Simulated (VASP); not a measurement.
Runs of VASP 6.6.1 on Be3Nb2P4. The structure is that of space group Fmmm (No. 69), or close to it. The cells are those of the table. 

```tsv
task	spin	cell	cutoff (eV)	gap on the mesh (eV)	pressure (GPa)	largest force (eV/Å)
relaxation of cell and atoms	off	relaxed from a = 7.237, b = 6.224, c = 5.274 Å, angles 77.5, 57.1, 45.4°, 9 atoms	600	none	0.1	0.01
single point	off	a = 7.237, b = 6.224, c = 5.274 Å, angles 77.5, 57.1, 45.4°, 9 atoms	520	none	(a)	6.34
single point	collinear, ferromagnetic start	a = 7.167, b = 6.314, c = 4.722 Å, angles 79.6, 60.0, 40.4°, 9 atoms	520	none	0.0	0.01
single point	off	a = 7.167, b = 6.314, c = 4.722 Å, angles 79.6, 60.0, 40.4°, 9 atoms	520	none	0.0	0.01
```

Alike in all rows: level PBE; potentials or basis VASP PAW PBE potentials, release 64 (Be, Nb_sv, P); k mesh 4 × 4 × 4; smearing gaussian 0.1 eV.

Question: Estimate the missing entries.

Answer: (a) 3.4.

Caveats: all runs use coarse meshes; forces of over 1 eV/Å act on the atoms, so gaps and moduli don't describe the material at rest (some runs).

A k mesh can miss the band edges, and the runs leave out spin-orbit coupling on Nb.

A gap of «none» marks levels without a gap at the run's occupations.
